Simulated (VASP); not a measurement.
Wanted: the native input for a VASP 6.6.1 run.

```
Task                   : single point
Functional             : PBE
Potentials or basis    : VASP PAW PBE potentials, release 64 (Pt)
Cutoff                 : 520 eV
k mesh                 : 11 × 11 × 6
Occupations            : fermi-dirac, width 0.05 eV
Spin                   : no spin polarisation
Dipole correction      : no
Further INCAR settings : ALGO = Normal; EDIFF = 1e-06; NBANDS = 17
```

The structure of Pt lies in POSCAR:

```
Pt
1.0
    2.7103541845      0.0000000000      0.0000000000
   -1.3551770923      2.3472355770      0.0000000000
    0.0000000000      0.0000000000      4.6241032422
Pt
2
Direct
    0.3333333333      0.6666666667      0.2500000000
    0.6666666667      0.3333333333      0.7500000000
```

The input as run:

INCAR

```
SYSTEM = Pt
PREC     = Accurate       ! precision mode
ENCUT    = 520            ! plane-wave cutoff, eV
EDIFF    = 1E-6           ! SCF threshold, eV
ISMEAR   = -1             ! smearing method
SIGMA    = 0.05           ! smearing width, eV
LREAL    = .False.        ! projectors in reciprocal space
LASPH    = .True.         ! aspherical terms in the spheres
NELM     = 60             ! most SCF steps
ALGO     = Normal         ! electronic algorithm
ISIF     = 2              ! what is computed and relaxed
LWAVE    = .False.        ! write WAVECAR
LCHARG   = .False.        ! write CHGCAR
GGA      = PE             ! functional
NBANDS   = 17             ! bands
```

KPOINTS

```
Automatic mesh
0
Gamma
  11 11 6
  0 0 0
```

Potentials or basis: VASP PAW PBE potentials, release 64 (Pt).

The run is started by

```sh
$ cat potpaw_PBE.64/Pt/POTCAR > POTCAR
$ mpirun -np 1 vasp_std > vasp.out
```

It gave:

```
Pressure               : 19.5 GPa
Band gap on the k mesh : zero (band 10 reaches 12.13 eV, above the bottom of band 11 at 10.81 eV)
```

Caveat: spin-orbit coupling is left out, which moves the levels of the heavy elements.

Wall time 14 s on 1 thread of Intel Xeon 6975P-C (shared host), peak memory 0.16 GiB.
